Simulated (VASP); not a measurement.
# Si (R-3) in VASP: further runs

Si is run at these levels: LDA; tasks: single point.

Everything below comes from runs of VASP 6.6.1. Logs are shortened: lines on timing, memory, paths and dates and some standing lists are left out, and cuts for length are marked.

### 1 The cell of the first run

It takes space group R-3 (No. 148, trigonal). The conventional cell has a = 9.692 Å, b = 9.692 Å, c = 5.577 Å, α = 90.00°, β = 90.00°, γ = 120.00°. Si (site symmetry 1) has 4 Si at 2.39 to 2.44 Å within 3.2 Å. Si (site symmetry 3) has 5 Si at 2.40 to 3.17 Å within 3.2 Å.

### 2 Single point, LDA (strain +0.040 along x and y, +0.000 along z)

INCAR reads:

```
SYSTEM = Si
PREC = Accurate
ENCUT = 520
EDIFF = 1E-7
ISMEAR = 0
SIGMA = 0.15
LREAL = .FALSE.
LASPH = .TRUE.
NELM = 80
ALGO = Normal
ISIF = 2
LWAVE = .FALSE.
LCHARG = .TRUE.
LELF = .TRUE.
LVHAR = .TRUE.
NBANDS = 26
```

KPOINTS reads:

```
regular mesh
0
G
  12 12 12
  0 0 0
```

POSCAR reads:

```
Si
1.0
    4.8457971257      2.7977222750      1.8589531703
   -4.8457971257      2.7977222750      1.8589531703
    0.0000000000     -5.5954445499      1.8589531703
Si
8
Direct
    0.0230438192      0.7214117077      0.5254377641
    0.9769561808      0.2785882923      0.4745622359
    0.7155636601      0.7155636601      0.7155636601
    0.2785882923      0.4745622359      0.9769561808
    0.4745622359      0.9769561808      0.2785882923
    0.7214117077      0.5254377641      0.0230438192
    0.2844363399      0.2844363399      0.2844363399
    0.5254377641      0.0230438192      0.7214117077
```

Potentials or basis: VASP PAW LDA potentials, release 64 (Si).

Command:

```sh
$ cat potpaw_LDA.64/Si/POTCAR > POTCAR
$ mpirun -np 1 vasp_std > vasp.out
```

OUTCAR:

```text
SYSTEM = Si
   PREC = Accurate
   ENCUT = 520
   EDIFF = 1E-7
   ISMEAR = 0
   LREAL = .FALSE.
   LASPH = .TRUE.
   NELM = 80
   ISIF = 2

 ion  position               nearest neighbor table
   1  0.023  0.721  0.525-   6 2.39   8 2.39   2 2.42   3 2.44
   2  0.977  0.279  0.475-   4 2.39   5 2.39   1 2.42   7 2.44
   3  0.716  0.716  0.716-   7 2.40   6 2.44   8 2.44   1 2.44
   4  0.279  0.475  0.977-   2 2.39   5 2.39   6 2.42   7 2.44
   5  0.475  0.977  0.279-   4 2.39   2 2.39   8 2.42   7 2.44
   6  0.721  0.525  0.023-   1 2.39   8 2.39   4 2.42   3 2.44
   7  0.284  0.284  0.284-   3 2.40   4 2.44   5 2.44   2 2.44
   8  0.525  0.023  0.721-   6 2.39   1 2.39   5 2.42   3 2.44

  LATTYP: Found a trigonal (rhomboedric) cell.
 ALAT       =     5.8961603269
 COS(alpha) =    -0.3508958987

  Lattice vectors:

 A1 = (   4.8457971257,   2.7977222750,   1.8589531703)
 A2 = (  -4.8457971257,   2.7977222750,   1.8589531703)
 A3 = (   0.0000000000,  -5.5954445499,   1.8589531703)

Analysis of symmetry for initial positions (statically):
=====================================================================
 Subroutine PRICEL returns:
 Original cell was already a primitive cell.

 Routine SETGRP: Setting up the symmetry group for a
 trigonal (rhombohedral) supercell.

 Subroutine GETGRP returns: Found  6 space group operations
 (whereof  6 operations were pure point group operations)
 out of a pool of 12 trial point group operations.

The static configuration has the point symmetry S_6 .

Analysis of symmetry for dynamics (positions and initial velocities):
=====================================================================
 Subroutine PRICEL returns:
 Original cell was already a primitive cell.

 Routine SETGRP: Setting up the symmetry group for a
 trigonal (rhombohedral) supercell.

 Subroutine GETGRP returns: Found  6 space group operations
 (whereof  6 operations were pure point group operations)
 out of a pool of 12 trial point group operations.

The dynamic configuration has the point symmetry S_6 .

 Subroutine INISYM returns: Found  6 space group operations
 (whereof  6 operations are pure point group operations),
 and found     1 'primitive' translations

----------------------------------------------------------------------------------------

                                     Primitive cell

  volume of cell :     151.2131

[... 106 lines left out ...]
   ISIF   =      2    stress and relaxation
   ISYM   =      2    0-nonsym 1-usesym 2-fastsym
   POTIM  = 0.5000    time-step for ionic-motion
   TEBEG  =    0.0;   TEEND  =   0.0 temperature during run
   PSTRESS=    0.0 pullay stress
   NELECT =      32.0000    total number of electrons
   NUPDOWN=      -1.0000    fix difference up-down
   EMIN   =  10.00;   EMAX   =-10.00  energy-range for DOS
   EFERMI =   0.00;   METHOD = LEGACY
   ISMEAR =     0;   SIGMA  =   0.15  broadening in eV -4-tet -1-fermi 0-gaus
   EFERMI_NEDOS =   21; number of points for ismear=-14 and -15
   IALGO  =     38    algorithm
   IMIX   =      4    mixing-type and parameters
     AMIX     =   0.40;   BMIX     =  1.00
     AMIX_MAG =   1.60;   BMIX_MAG =  1.00
  volume/ion in A,a.u.               =      18.90       127.55
  Fermi-wavevector in a.u.,A,eV,Ry     =   0.975577  1.843574 12.949357  0.951751
  Thomas-Fermi vector in A             =   2.106128
   LORBIT       =      0    0 simple, 1 ext, 2 COOP (PROOUT), +10 PAW based schemes
   GGA     = CA    functional components
   LHFCALC =     F    Hartree Fock is set to
   AEXX    =    0.0000 exact exchange contribution
   IVDW    =     0    specifies the selected vdW correction
   LEPSILON=     F    determine dielectric tensor
   LRPA    =     F    only Hartree local field effects (RPA)
 non-spin polarized calculation
 Gauss-broadening in eV      SIGMA  =   0.15
  energy-cutoff  :      520.00
  volume of cell :      151.21
 maximum number of plane-waves:      4102
 NGX is ok and might be reduce to    48
   NGX = 21   NGY = 21   NGZ = 21

 number of electron      32.0000001 magnetization

 Free energy of the ion-electron system (eV)
  ---------------------------------------------------
  ext. energy  EPLUGINS =         0.00000000
  ---------------------------------------------------
  free energy    TOTEN  =       -46.37655716 eV

  energy without entropy =      -46.37096746  energy(sigma->0) =      -46.37376231

 E-fermi :   6.6218     XC(G=0):  -9.9882

 val. band max:        6.5986006189   @ k =   0.5000   0.5000   0.4167
 cond. band min:       6.6402853822   @ k =  -0.4167   0.5000   0.4167
 fundamental gap:      0.0416847633
 Fermi energy:         6.6218159086

 k-point     1 :       0.0000    0.0000    0.0000
  band No.  band energies     occupation
      1      -5.7420      2.00000
      2      -1.6108      2.00000
      3      -1.1226      2.00000
      4      -0.9905      2.00000
      5      -0.9905      2.00000
      6       0.2754      2.00000
[... 685 lines left out ...]
     25      11.2483      0.00000
     26      11.6015      0.00000

 [... further k-points ...]

------------------------ aborting loop because EDIFF is reached ----------------------------------------

  FORCE on cell =-STRESS in cart. coord.  units (eV):
  Direction    XX          YY          ZZ          XY          YZ          ZX
  --------------------------------------------------------------------------------------
  -------------------------------------------------------------------------------------
  Total       -8.5000366     -8.5000366     -2.5528295      0.0000000     -0.0000000     -0.0000000
  in kB      -90.0620550    -90.0620550    -27.0484800      0.0000000     -0.0000000     -0.0000000
  external PRESSURE =     -69.0575300 kB  Pullay stress =       0.0000000 kB

 VOLUME and BASIS-vectors are now :
 -----------------------------------------------------------------------------
  energy-cutoff  :      520.00
  volume of cell :      151.21
      direct lattice vectors                 reciprocal lattice vectors
     4.845797126  2.797722275  1.858953170     0.103182198  0.059572270  0.179312389
    -4.845797126  2.797722275  1.858953170    -0.103182198  0.059572270  0.179312389
     0.000000000 -5.595444550  1.858953170     0.000000000 -0.119144540  0.179312389

 POSITION                                       TOTAL-FORCE (eV/Angst)
 -----------------------------------------------------------------------------------
     -3.38415     -0.85728      2.36067         0.202218     -0.333800     -0.210300
      3.38415      0.85728      3.21619        -0.202218      0.333800      0.210300
      0.00000      0.00000      3.99060         0.000000      0.000000      0.102979
     -0.94965     -3.35940      3.21619         0.390188      0.008226      0.210300
     -2.43450      2.50212      3.21619        -0.187970     -0.342025      0.210300
      0.94965      3.35940      2.36067        -0.390188     -0.008226     -0.210300
      0.00000      0.00000      1.58626         0.000000     -0.000000     -0.102979
      2.43450     -2.50212      2.36067         0.187970      0.342025     -0.210300
 -----------------------------------------------------------------------------------
    total drift:                               -0.000000     -0.000000      0.000000

  FREE ENERGIE OF THE ION-ELECTRON SYSTEM (eV)
  ---------------------------------------------------
  free  energy   TOTEN  =       -46.3765571639 eV

  energy  without entropy=      -46.3709674559  energy(sigma->0) =      -46.37376231
```

It took 8.4 min on 1 thread of Intel Xeon 6975P-C (Granite Rapids), shared host; peak memory 0.8 GiB.

What came out:

```yaml
Free_energy: -46.3766 eV
Pressure: -6.9 GPa
Largest_force: 0.443 eV/Å
Band_gap_on_the_k_mesh: zero (bands 16 and 17 overlap by 0.18 eV)
```

Forces on the atoms (eV/Å):
```
Si   0.202 -0.334 -0.210
Si  -0.202  0.334  0.210
Si   0.000  0.000  0.103
Si   0.390  0.008  0.210
Si  -0.188 -0.342  0.210
Si  -0.390 -0.008 -0.210
Si   0.000  0.000 -0.103
Si   0.188  0.342 -0.210
```

Levels at points of the mesh, in eV from the Fermi level:
```csv
k point,band 13,band 14,band 15,band 16,band 17,band 18,band 19,band 20
"(0.00, 0.00, 0.00)",-3.85,-1.30,-1.30,-0.78,1.69,1.91,1.91,3.94
"(0.50, 0.00, 0.00)",-1.58,-1.52,-1.23,-0.93,-0.06,1.10,2.00,2.01
"(0.50, 0.50, 0.00)",-2.28,-1.80,-1.69,-1.18,0.27,0.80,1.09,1.78
"(0.50, 0.50, 0.50)",-2.12,-2.05,0.12,0.12,1.75,2.17,2.49,2.49
```

Caveat: the cell differs from its parent crystal (strain +0.040 along x and y, +0.000 along z); the cell stands under tension; semilocal functionals underestimate gaps, so a narrow gap can read as zero.

### 3 Single point, LDA (strain -0.080 along x and y, +0.000 along z)

INCAR reads:

```
SYSTEM = Si
PREC     = Accurate       ! precision mode
ENCUT    = 520            ! plane-wave cutoff, eV
EDIFF    = 1E-6           ! SCF threshold, eV
ISMEAR   = 0              ! smearing method
SIGMA    = 0.15           ! smearing width, eV
LREAL    = .FALSE.        ! projectors in reciprocal space
LASPH    = .TRUE.         ! aspherical terms in the spheres
NELM     = 60             ! most SCF steps
ALGO     = Normal         ! electronic algorithm
ISIF     = 2              ! what is computed and relaxed
LWAVE    = .FALSE.        ! write WAVECAR
LCHARG   = .FALSE.        ! write CHGCAR
NBANDS   = 26             ! bands
```

KPOINTS reads:

```
Automatic mesh
0
G
  12 12 12
  0 0 0
```

Edit POSCAR of step 2 so:

```diff
@@ -2,5 +2,5 @@
 1.0
-    4.8457971257      2.7977222750      1.8589531703
-   -4.8457971257      2.7977222750      1.8589531703
-    0.0000000000     -5.5954445499      1.8589531703
+    4.2866666881      2.4749081663      1.8589531703
+   -4.2866666881      2.4749081663      1.8589531703
+    0.0000000000     -4.9498163326      1.8589531703
 Si
```

Potentials or basis: VASP PAW LDA potentials, release 64 (Si).

Command:

```sh
$ cat potpaw_LDA.64/Si/POTCAR > POTCAR
$ mpirun -np 1 vasp_std > vasp.out
```

It took 11 min on 1 thread of Intel Xeon 6975P-C (Granite Rapids), shared host; peak memory 0.63 GiB.

The run converged. Its results:

```yaml
Free_energy: -44.7584 eV
Pressure: 26.2 GPa
Largest_force: 1.847 eV/Å
Band_gap_on_the_k_mesh: zero (bands 16 and 17 overlap by 1.10 eV)
```

Forces on the atoms (eV/Å):
```
Si  -0.356  1.593  0.863
Si   0.356 -1.593 -0.863
Si   0.000  0.000 -0.402
Si  -1.558  0.488 -0.863
Si   1.202  1.105 -0.863
Si   1.558 -0.488  0.863
Si   0.000  0.000  0.402
Si  -1.202 -1.105  0.863
```

Stress tensor (GPa, compression positive):
```
33.87  0.00  0.00
 0.00 33.87  0.00
 0.00  0.00 10.72
```

Levels at points of the mesh, in eV from the Fermi level:
```
           k point  band 12  band 13  band 14  band 15  band 16  band 17  band 18  band 19  band 20  band 21
(0.00, 0.00, 0.00)    -4.89    -4.89    -1.34    -1.34    -0.66     1.98     2.04     2.04     4.46     4.46
(0.50, 0.00, 0.00)    -2.82    -2.13    -1.98    -1.80    -1.16    -0.46     0.45     1.68     2.06     2.35
(0.50, 0.50, 0.00)    -2.36    -2.14    -1.75    -1.40    -1.26     0.64     0.77     1.92     2.29     2.56
(0.50, 0.50, 0.50)    -2.95    -2.95    -1.85     0.63     0.63     1.75     2.44     3.18     3.18     3.21
```

Caveat: the cell differs from its parent crystal (strain -0.080 along x and y, +0.000 along z); the cell stands under pressure; forces of over 1 eV/Å act on the atoms, so gaps and moduli don't describe the material at rest.

[end of part 1 of 2]
